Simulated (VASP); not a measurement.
Here is a VASP 6.6.1 calculation.

The input INCAR:

```
SYSTEM = SiW
  ALGO = Normal
  EDIFF = 1E-6
  ENCUT = 520
  GGA = CA
  ISIF = 2
  ISMEAR = -1
  LASPH = .True.
  LCHARG = .True.
  LELF = .True.
  LREAL = .False.
  LVHAR = .True.
  LWAVE = .False.
  NBANDS = 16
  NELM = 80
  PREC = Accurate
  SIGMA = 0.05
```

KPOINTS

```
k-points
0
Gamma
  13 13 13
  0 0 0
```

Contents of POSCAR:

```
SiW
1.0
    2.7375508842      0.0000000000      0.0000000000
    0.0000000000      2.7375508842      0.0000000000
    0.0000000000      0.0000000000      2.7375508842
W Si
1 1
Direct
    0.0000000000      0.0000000000      0.0000000000
    0.5000000000      0.5000000000      0.5000000000
```

Potentials or basis: VASP PAW LDA potentials, release 64 (W_sv, Si).

Run with:

```bash
$ cat potpaw_LDA.64/W_sv/POTCAR potpaw_LDA.64/Si/POTCAR > POTCAR
$ mpirun -np 1 vasp_std > vasp.out
```

**Question.** Predict the band gap on the k mesh.

**Answer.** Zero (band 9 reaches 20.61 eV, above the bottom of band 10 at 15.21 eV).

**Question.** Estimate the pressure.

**Answer.** 136.9 GPa.

Caveat: spin-orbit coupling is left out, which moves the levels of the heavy elements.
